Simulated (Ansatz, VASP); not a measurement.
GdY2O2 in VASP and in Ansatz

Contents of INCAR:

```
  PREC = Accurate
  ENCUT = 520
  EDIFF = 1E-7
  ISMEAR = 0
  SIGMA = 0.1
  LREAL = False
  LASPH = True
  NELM = 150
  ALGO = Normal
  ISIF = 2
  LWAVE = False
  LCHARG = False
  ISPIN = 2
  MAGMOM = 0 0 7 0 0
  LORBIT = 11
  LMAXMIX = 6
  GGA = PE
  NBANDS = 38
```

The input KPOINTS:

```
Automatic mesh
0
Gamma
  6 6 4
```

File POSCAR:

```
GdY2O2
1.0
    4.0585507500      0.0000000000      0.0000000000
   -2.0292753800      3.5148080500      0.0000000000
    0.0000000000      0.0000000000      6.6259536100
Y Gd O
2 1 2
Direct
    0.3333333300      0.6666666700      0.6332541100
    0.6666666700      0.3333333300      0.3667458900
    0.0000000000      0.0000000000      0.0000000000
    0.3333333300      0.6666666700      0.2376598300
    0.6666666700      0.3333333300      0.7623401700
```

Input for Ansatz:

```yaml
crystal:
  lattice:
    - [4.05855075, 0.0, 0.0]
    - [-2.02927538, 3.51480805, 0.0]
    - [0.0, 0.0, 6.62595361]
  atoms:
    - { symbol: "Y", position: [0.33333333, 0.66666667, 0.63325411] }
    - { symbol: "Y", position: [0.66666667, 0.33333333, 0.36674589] }
    - { symbol: Gd, position: [0.0, 0.0, 0.0], spin: 7.0 }
    - { symbol: O, position: [0.33333333, 0.66666667, 0.23765983] }
    - { symbol: O, position: [0.66666667, 0.33333333, 0.76234017] }
basis:
  ecutwfc: 420
kpoints:
  mp_grid: { grid: [6, 6, 4] }
hamiltonian:
  xc: pbe
scf:
  occupations: { method: gaussian, width: 0.1 }
  lower_state_search: "off"
output:
  forces: true
  stress: true
  eigenvalues: true
  populations: true
magnetization:
  spin_polarized: true
```

Change from the starting cell: species swapped into the CaCd2As2 type (P-3m1, No. 164).

Alike in both runs: task single point; functional PBE; k mesh 6 × 6 × 4; occupations gaussian, width 0.1 eV; collinear spin.

|  | VASP | Ansatz |
| --- | --- | --- |
| version | VASP 6.6.1 | Ansatz 0.2.0 |
| potentials or method | VASP PAW PBE potentials, release 64 (Y_sv, Gd, O), cutoff 520 eV | scalar-relativistic, plane waves, PAW |
| valence electrons in the cell | 52 | 52 |

```tsv
	VASP	Ansatz	Ansatz less VASP
gap on the k mesh at the Fermi level (eV)	none	none	-
pressure (GPa)	-4.7	-4.6	+0.03
traceless stress, the component that is largest in VASP (GPa)	5.25	5.24	-0.010
rms of the force components (eV/Å)	0.741	0.740	-0.0013
net moment per atom (μB)	1.80	1.79	-0.003
size of the moment on the site where the two differ most (μB)	0.51	0.24	-0.276
```

Site moments also hang on the region over which each program counts them. Atom by atom the forces differ by 0.001 eV/Å (rms over components). A gap of «none» marks a metal or a gap that the smearing closes.

Neither program's run includes spin-orbit coupling.
